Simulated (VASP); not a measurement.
# Mg63VSi32 (a cell with a defect) in VASP: notebook

Mg63VSi32 (a cell with a defect) is run at these levels: PBEsol; tasks: single point, relaxation of the atoms.

Everything below comes from runs of VASP 6.6.1. Logs are shortened: lines on timing, memory, paths and dates and some standing lists are left out, and cuts for length are marked.

### Step 1. The cell of the first run

The cell holds a defect, 96 atoms: a = 12.649 Å, b = 12.649 Å, c = 12.649 Å, α = 90.00°, β = 90.00°, γ = 90.00°.

### Step 2. Single point, PBEsol, collinear spin, ferromagnetic start

The input, INCAR:

```
ALGO     = Normal         # electronic algorithm
EDIFF    = 1E-7           # SCF threshold, eV
ENCUT    = 520            # plane-wave cutoff, eV
GGA      = PS             # functional
ISIF     = 2              # what is computed and relaxed
ISMEAR   = -1             # smearing method
ISPIN    = 2              # spin polarisation
ISYM     = 0            
LASPH    = True           # aspherical terms in the spheres
LCHARG   = False          # write CHGCAR
LMAXMIX  = 4              # l up to which the mixer works
LORBIT   = 11             # projections on sites
LREAL    = Auto         
LUSENCCL = False        
LWAVE    = False          # write WAVECAR
MAGMOM   = 0 0 0 0 0 0 0 0 0 0 0 0 0 0 0 0 0 0 0 0 0 0 0 0 0 0 0 0 0 0 0 0 0 0 0 0 0 0 0 0 0 0 0 0 0 0 0 0 0 0 0 0 0 0 0 0 0 0 0 0 0 0 0 3 0 0 0 0 0 0 0 0 0 0 0 0 0 0 0 0 0 0 0 0 0 0 0 0 0 0 0 0 0 0 0 0 # initial moments
NBANDS   = 192            # bands
NELM     = 150            # most SCF steps
PREC     = Accurate       # precision mode
SIGMA    = 0.05           # smearing width, eV
```

The input, KPOINTS:

```
Automatic mesh
0
Gamma
  1 1 1
  0.25 0.25 0.25
```

The input, POSCAR:

```
Mg63VSi32
1.0
   12.6494980000      0.0000000000      0.0000000000
    0.0000000000     12.6494980000      0.0000000000
    0.0000000000      0.0000000000     12.6494980000
Mg V Si
63 1 32
Direct
    0.3752640000      0.1246210000      0.1251640000
    0.3748710000      0.1251360000      0.6251020000
    0.3748550000      0.6245520000      0.1256580000
    0.8749620000      0.1246630000      0.1251670000
    0.8749440000      0.1246630000      0.6254770000
    0.8749640000      0.6250370000      0.1250870000
    0.8754010000      0.6246320000      0.6250490000
    0.1252120000      0.3749490000      0.1248640000
    0.1254380000      0.3751740000      0.6247140000
    0.1248500000      0.8747810000      0.1256400000
    0.1255290000      0.8745010000      0.6261150000
    0.6251270000      0.3745800000      0.1256650000
    0.6247340000      0.3753410000      0.6261570000
    0.6248800000      0.8746670000      0.1246560000
    0.6244490000      0.8742740000      0.6236770000
    0.1251290000      0.1243620000      0.3752710000
    0.1248930000      0.1252090000      0.8752770000
    0.1253660000      0.6241980000      0.3756650000
    0.1255740000      0.6256770000      0.8748450000
    0.6250950000      0.1251540000      0.3750450000
    0.6248760000      0.1241270000      0.8750520000
    0.6246160000      0.6256720000      0.3757530000
    0.6246010000      0.6232360000      0.8748110000
    0.1243780000      0.1245690000      0.1250060000
    0.1250270000      0.1247970000      0.6251820000
    0.1250430000      0.6246900000      0.1252670000
    0.1268290000      0.6241960000      0.6246380000
    0.6249240000      0.1242030000      0.1246930000
    0.6247690000      0.1246860000      0.6250700000
    0.6247830000      0.6246340000      0.1251010000
    0.6242480000      0.6235920000      0.6241970000
    0.3745590000      0.3750430000      0.3754960000
    0.3759770000      0.3754520000      0.8747950000
    0.3759130000      0.8743990000      0.3758420000
    0.3735480000      0.8743020000      0.8747550000
    0.8746570000      0.3750150000      0.3753450000
    0.8754490000      0.3746070000      0.8752140000
    0.8754180000      0.8748170000      0.3750240000
    0.8744280000      0.8746930000      0.8751390000
    0.3750010000      0.3747080000      0.1252750000
    0.3743490000      0.3767140000      0.6245120000
    0.3747780000      0.8744940000      0.1250610000
    0.3738090000      0.8740040000      0.6243050000
    0.8748410000      0.3741630000      0.1250070000
    0.8751060000      0.3748120000      0.6252470000
    0.8744890000      0.8746560000      0.1248060000
    0.8748000000      0.8745500000      0.6250310000
    0.3750150000      0.1247190000      0.3752310000
    0.3748090000      0.1246620000      0.8749860000
    0.3743440000      0.6240730000      0.3771000000
    0.3740100000      0.6237180000      0.8744590000
    0.8748120000      0.1245820000      0.3745350000
    0.8745550000      0.1242090000      0.8750480000
    0.8750330000      0.6247470000      0.3751750000
    0.8748580000      0.6245860000      0.8749040000
    0.1250280000      0.3747050000      0.3751260000
    0.1270840000      0.3768620000      0.8721170000
    0.1270490000      0.8716210000      0.3772380000
    0.1247140000      0.8749130000      0.8752940000
    0.6219310000      0.3768180000      0.3772940000
    0.6252070000      0.3744200000      0.8752850000
    0.6251210000      0.8748850000      0.3748490000
    0.6223440000      0.8720190000      0.8724640000
    0.3750280000      0.6248880000      0.6252400000
    0.9997810000      0.9995380000      0.0001430000
    0.0005200000      0.9992270000      0.5002350000
    0.0005390000      0.4998620000      0.9996650000
    0.0001890000      0.4999310000      0.5004720000
    0.4996600000      0.9986900000      0.9992550000
    0.4997600000      0.9998200000      0.5004920000
    0.4997870000      0.4999710000      0.0003880000
    0.4939120000      0.5051910000      0.5056610000
    0.2501960000      0.2503510000      0.9997150000
    0.2502570000      0.2498700000      0.5003020000
    0.2502710000      0.7494420000      0.0002780000
    0.2554450000      0.7437160000      0.5056730000
    0.7498900000      0.2494440000      0.0000290000
    0.7495070000      0.2503040000      0.5002730000
    0.7490970000      0.7494480000      0.9992240000
    0.7501440000      0.7495220000      0.5003560000
    0.2500960000      0.9992630000      0.2506650000
    0.2502470000      0.9999480000      0.7500070000
    0.2502300000      0.4999610000      0.2504000000
    0.2554660000      0.5052760000      0.7441420000
    0.7498700000      0.9997190000      0.2499060000
    0.7489580000      0.9988710000      0.7498750000
    0.7494740000      0.4998390000      0.2506610000
    0.7501330000      0.4999510000      0.7500080000
    0.9998770000      0.2497010000      0.2501820000
    0.0002560000      0.2499120000      0.7504020000
    0.0002380000      0.7499570000      0.2504290000
    0.0003660000      0.7493570000      0.7496570000
    0.5003200000      0.2498670000      0.2504300000
    0.4994890000      0.2501790000      0.7496560000
    0.4994500000      0.7492880000      0.2506420000
    0.4928610000      0.7425900000      0.7430080000
```

Potentials or basis: VASP PAW PBE potentials, release 64 (Mg, V_sv, Si).

Started as:

```sh
cat potpaw_PBE.64/Mg/POTCAR potpaw_PBE.64/V_sv/POTCAR potpaw_PBE.64/Si/POTCAR > POTCAR
mpirun -np 1 vasp_std > vasp.out
```

OUTCAR:

```text
EDIFF = 1E-7
   ENCUT = 520
   GGA = PS
   ISIF = 2
   ISMEAR = -1
   ISPIN = 2
   ISYM = 0
   LASPH = True
   LORBIT = 11
   LREAL = Auto
   NELM = 150
   PREC = Accurate

 ion  position               nearest neighbor table
   1  0.375  0.125  0.125-  93 2.74  81 2.75  69 2.75  73 2.75  28 3.16  48 3.16  40 3.16  42 3.16
                            49 3.16  24 3.17
   2  0.375  0.125  0.625-  74 2.73  94 2.73  82 2.74  70 2.74  25 3.16  48 3.16  49 3.16  29 3.16
                            43 3.18  41 3.18
   3  0.375  0.625  0.126-  83 2.73  95 2.73  71 2.74  75 2.74  26 3.16  40 3.16  30 3.16  42 3.16
                            51 3.18  50 3.18
   4  0.875  0.125  0.125-  85 2.74  89 2.74  65 2.74  77 2.74  52 3.15  24 3.15  44 3.16  46 3.16
                            28 3.16  53 3.16
   5  0.875  0.125  0.625-  90 2.74  86 2.75  66 2.75  78 2.75  53 3.16  25 3.16  47 3.16  45 3.16
                            29 3.16  52 3.17
   6  0.875  0.625  0.125-  91 2.74  79 2.75  67 2.75  87 2.75  46 3.16  26 3.16  54 3.16  30 3.16
                            55 3.16  44 3.17
   7  0.875  0.625  0.625-  68 2.73  92 2.73  80 2.74  88 2.74  45 3.16  55 3.16  54 3.16  47 3.16
                            31 3.18  27 3.18
   8  0.125  0.375  0.125-  73 2.74  67 2.74  83 2.74  89 2.75  26 3.16  40 3.16  56 3.17  44 3.17
                            24 3.17  57 3.20
   9  0.125  0.375  0.625-  68 2.73  74 2.74  90 2.75  84 2.77  57 3.13  41 3.15  27 3.15  56 3.16
[... 171 lines left out ...]
  95  0.499  0.749  0.251-  34 2.73  22 2.73   3 2.73  42 2.74  62 2.74  30 2.74  50 2.75  14 2.75

  96  0.493  0.743  0.743-  64 2.58  43 2.70  51 2.70  31 2.70  15 2.80  35 2.80  23 2.80  63 2.84

IMPORTANT INFORMATION: All symmetrisations will be switched off!
NOSYMM: (Re-)initialisation of all symmetry stuff for point group C_1.

----------------------------------------------------------------------------------------

                                     Primitive cell

  volume of cell :    2024.0436

  direct lattice vectors                    reciprocal lattice vectors
    12.649498000  0.000000000  0.000000000     0.079054521  0.000000000  0.000000000
     0.000000000 12.649498000  0.000000000     0.000000000  0.079054521  0.000000000
     0.000000000  0.000000000 12.649498000     0.000000000  0.000000000  0.079054521

  length of vectors
    12.649498000 12.649498000 12.649498000     0.079054521  0.079054521  0.079054521

  position of ions in fractional coordinates (direct lattice)
     0.375264000  0.124621000  0.125164000
     0.374871000  0.125136000  0.625102000
     0.374855000  0.624552000  0.125658000
     0.874962000  0.124663000  0.125167000
     0.874944000  0.124663000  0.625477000
     0.874964000  0.625037000  0.125087000
[... 88 lines left out ...]
     0.499450000  0.749288000  0.250642000
     0.492861000  0.742590000  0.743008000

  ion indices of the primitive-cell ions
   primitive index   ion index
                 1           1
                 2           2
                 3           3
                 4           4
                 5           5
                 6           6
[... 88 lines left out ...]
                95          95
                96          96

----------------------------------------------------------------------------------------

 KPOINTS: Automatic mesh

Automatic generation of k-mesh.
 Grid dimensions read from file:
[... 48 lines left out ...]
   LEPSILON=     F    determine dielectric tensor
   LRPA    =     F    only Hartree local field effects (RPA)
 spin polarized calculation
  energy-cutoff  :      520.00
  volume of cell :     2024.04
 maximum number of plane-waves:     54486
 NGX is ok and might be reduce to    96
   NGX = 47   NGY = 47   NGZ = 47

 number of electron     267.0000009 magnetization       2.8663548

 Free energy of the ion-electron system (eV)
  ---------------------------------------------------
  ext. energy  EPLUGINS =         0.00000000
  ---------------------------------------------------
  free energy    TOTEN  =      -316.02061681 eV

  energy without entropy =     -315.94412288  energy(sigma->0) =     -315.98236984

 E-fermi :   3.8583     XC(G=0):  -8.9377

 val. band max:        3.7989699167   @ k =  -0.2500  -0.2500   0.2500
 cond. band min:       3.9715373728   @ k =  -0.2500  -0.2500   0.2500
 fundamental gap:      0.1725674561
 Fermi energy:         3.8582956236

 spin component 1

 k-point     1 :       0.2500    0.2500    0.2500
  band No.  band energies     occupation
      1     -60.8030      1.00000
      2     -34.7785      1.00000
      3     -34.7783      1.00000
      4     -34.7768      1.00000
      5      -5.3825      1.00000
      6      -5.0292      1.00000
[... 581 lines left out ...]
    144       4.9028      0.00000
    145       4.9287      0.00000
 Fermi energy:         3.8582956236

 spin component 2

 k-point     1 :       0.2500    0.2500    0.2500
  band No.  band energies     occupation
      1     -58.8425      1.00000
      2     -32.8396      1.00000
      3     -32.8261      1.00000
      4     -32.8256      1.00000
      5      -5.3731      1.00000
      6      -5.0116      1.00000
[... 581 lines left out ...]
    144       4.9510      0.00000
    145       5.0263      0.00000
 [bands above 145 left out]

------------------------ aborting loop because EDIFF is reached ----------------------------------------

  FORCE on cell =-STRESS in cart. coord.  units (eV):
  Direction    XX          YY          ZZ          XY          YZ          ZX
  --------------------------------------------------------------------------------------
  -------------------------------------------------------------------------------------
  Total       -3.5752642     -3.5743469     -3.5793604      0.1749476      0.1903076      0.1772513
  in kB       -2.8300809     -2.8293548     -2.8333233      0.1384837      0.1506422      0.1403073
  external PRESSURE =      -2.8309197 kB  Pullay stress =       0.0000000 kB

 VOLUME and BASIS-vectors are now :
 -----------------------------------------------------------------------------
  energy-cutoff  :      520.00
  volume of cell :     2024.04
      direct lattice vectors                 reciprocal lattice vectors
    12.649498000  0.000000000  0.000000000     0.079054521  0.000000000  0.000000000
     0.000000000 12.649498000  0.000000000     0.000000000  0.079054521  0.000000000
     0.000000000  0.000000000 12.649498000     0.000000000  0.000000000  0.079054521

 POSITION                                       TOTAL-FORCE (eV/Angst)
 -----------------------------------------------------------------------------------
      4.74690      1.57639      1.58326        -0.023366     -0.004893     -0.009361
      4.74193      1.58291      7.90723         0.008207      0.001762      0.004520
      4.74173      7.90027      1.58951         0.009827      0.010646     -0.004189
     11.06783      1.57692      1.58330        -0.002476      0.000401     -0.007716
     11.06760      1.57692      7.91197        -0.008080     -0.005402     -0.028560
     11.06786      7.90640      1.58229        -0.007656     -0.025569     -0.006543
[... 88 lines left out ...]
      6.31779      9.47812      3.17050         0.006237      0.002501     -0.011751
      6.23444      9.39339      9.39868         0.044002      0.040711      0.048273
 -----------------------------------------------------------------------------------
    total drift:                                0.002225      0.006511      0.004484

  FREE ENERGIE OF THE ION-ELECTRON SYSTEM (eV)
  ---------------------------------------------------
  free  energy   TOTEN  =      -316.0206168093 eV

  energy  without entropy=     -315.9441228751  energy(sigma->0) =     -315.98236984

 total charge

# of ion       s       p       d       tot
------------------------------------------
    1        0.182   0.142   0.024   0.348
    2        0.182   0.143   0.025   0.350
    3        0.182   0.143   0.025   0.350
    4        0.182   0.144   0.025   0.350
    5        0.182   0.142   0.024   0.348
    6        0.182   0.142   0.024   0.348
[... 88 lines left out ...]
   95        0.758   0.950   0.000   1.708
   96        0.762   0.934   0.000   1.697
--------------------------------------------------
tot         37.982  45.497   4.574  88.053

 magnetization (x)

# of ion       s       p       d       tot
------------------------------------------
    1        0.001   0.001  -0.000   0.002
    2        0.001   0.000   0.000   0.001
    3        0.001   0.000   0.000   0.001
    4        0.001  -0.000   0.000   0.001
    5        0.001   0.001  -0.000   0.002
    6        0.001   0.001  -0.000   0.002
[... 88 lines left out ...]
   95        0.000  -0.002   0.000  -0.002
   96       -0.006  -0.025   0.000  -0.031
--------------------------------------------------
tot          0.090  -0.122   2.004   1.971
```

Wall time 8.7 min (1 × NVIDIA H100 80GB with 1 thread of Intel Xeon Platinum 8481C at 2.70GHz (Sapphire Rapids), shared host); peak memory 3.5 GiB.

What came out:

| Quantity | Value |
| --- | --- |
| Free energy | -316.0206 eV |
| Pressure | -0.3 GPa |
| Largest force | 0.077 eV/Å |
| Band gap on the k mesh | 0.17 eV |
| Net moment | 2.87 μB per cell |
| Site moments | Mg +0.00, +0.01, -0.00; V +2.04; Si -0.00, -0.03 μB |
| Valence electrons inside the program's atomic spheres | Mg 0.35, 0.36, 0.34; V 11.39; Si 1.71, 1.70 |

Forces in eV/Å, atoms in the order of the input:
```
Mg  -0.023 -0.005 -0.009
Mg   0.008  0.002  0.005
Mg   0.010  0.011 -0.004
Mg  -0.002  0.000 -0.008
Mg  -0.008 -0.005 -0.029
Mg  -0.008 -0.026 -0.007
Mg  -0.002  0.009  0.006
Mg  -0.015 -0.016 -0.010
Mg  -0.018 -0.023 -0.035
Mg   0.003 -0.001 -0.006
Mg  -0.027 -0.010  0.002
Mg  -0.001 -0.001 -0.008
Mg  -0.013 -0.029  0.000
Mg  -0.016 -0.018  0.002
Mg  -0.019 -0.024  0.012
Mg  -0.011 -0.008 -0.010
Mg   0.000 -0.004  0.005
Mg  -0.020 -0.031 -0.021
Mg  -0.027  0.007 -0.009
Mg   0.000 -0.004  0.005
Mg  -0.018  0.007 -0.013
Mg  -0.008  0.004 -0.025
Mg  -0.027  0.014 -0.024
Mg   0.015  0.014  0.011
Mg   0.001  0.000 -0.003
Mg   0.000  0.005 -0.003
Mg  -0.036  0.032  0.030
Mg   0.020  0.011  0.004
Mg  -0.004  0.018  0.006
Mg  -0.005  0.011  0.017
Mg  -0.011  0.052  0.041
Mg  -0.034 -0.019 -0.016
Mg   0.004 -0.031 -0.007
Mg   0.003 -0.008 -0.028
Mg   0.011 -0.024 -0.023
Mg  -0.010 -0.016 -0.011
Mg  -0.003 -0.003  0.005
Mg  -0.005  0.002  0.002
Mg   0.003 -0.017 -0.018
Mg   0.006  0.001 -0.002
Mg   0.033 -0.042  0.033
Mg   0.012 -0.005  0.019
Mg   0.051 -0.011  0.039
Mg   0.012  0.012  0.010
Mg  -0.003 -0.004 -0.002
Mg   0.008  0.021  0.004
Mg   0.018 -0.003  0.009
Mg   0.002 -0.001  0.000
Mg   0.015  0.020 -0.002
Mg   0.033  0.035 -0.036
Mg   0.046  0.046 -0.011
Mg   0.012  0.013  0.019
Mg   0.007  0.009  0.026
Mg  -0.001  0.000  0.002
Mg   0.022  0.013 -0.001
Mg  -0.008 -0.007 -0.002
Mg   0.006  0.002  0.053
Mg   0.007  0.054  0.006
Mg  -0.003 -0.006 -0.002
Mg   0.053  0.005  0.005
Mg  -0.009 -0.006  0.001
Mg  -0.004 -0.004 -0.002
Mg  -0.013 -0.012 -0.010
V   -0.036 -0.043 -0.034
Si  -0.004  0.007 -0.003
Si   0.000 -0.005 -0.007
Si   0.001 -0.011 -0.007
Si   0.003  0.000 -0.005
Si   0.009  0.011  0.003
Si  -0.011 -0.004 -0.009
Si  -0.009 -0.009 -0.009
Si   0.009  0.036  0.030
Si  -0.016 -0.002 -0.009
Si  -0.005  0.006  0.004
Si  -0.012 -0.008 -0.005
Si   0.031  0.006  0.031
Si   0.004 -0.003  0.003
Si  -0.005  0.002 -0.007
Si   0.003  0.007  0.007
Si  -0.011 -0.014 -0.004
Si  -0.011 -0.011  0.005
Si  -0.010 -0.011 -0.011
Si  -0.004 -0.004  0.004
Si   0.032  0.034  0.002
Si   0.001 -0.007  0.001
Si   0.011 -0.003  0.006
Si  -0.005 -0.007  0.006
Si  -0.007 -0.004 -0.014
Si   0.005  0.002 -0.005
Si   0.008  0.011 -0.023
Si   0.007 -0.027  0.007
Si  -0.011  0.001  0.011
Si  -0.029  0.011  0.006
Si   0.005 -0.009  0.009
Si   0.006  0.003 -0.012
Si   0.044  0.041  0.048
```

Levels at points of the mesh, in eV from the valence-band top:
Spin up:
```tsv
k point	band 133	band 134	band 135	band 136	band 137	band 138
(0.25, 0.25, 0.25)	-0.18	-0.18	-0.02	0.19	0.19	0.39
```
Spin down:
```
           k point  band 130  band 131  band 132  band 133  band 134  band 135
(0.25, 0.25, 0.25)     -0.56     -0.36     -0.36      0.24      0.25      0.26
```

Caveat: the PAW data sets were made with another functional, which shifts forces and pressure a little.

(Continued in part 2 of 2.)
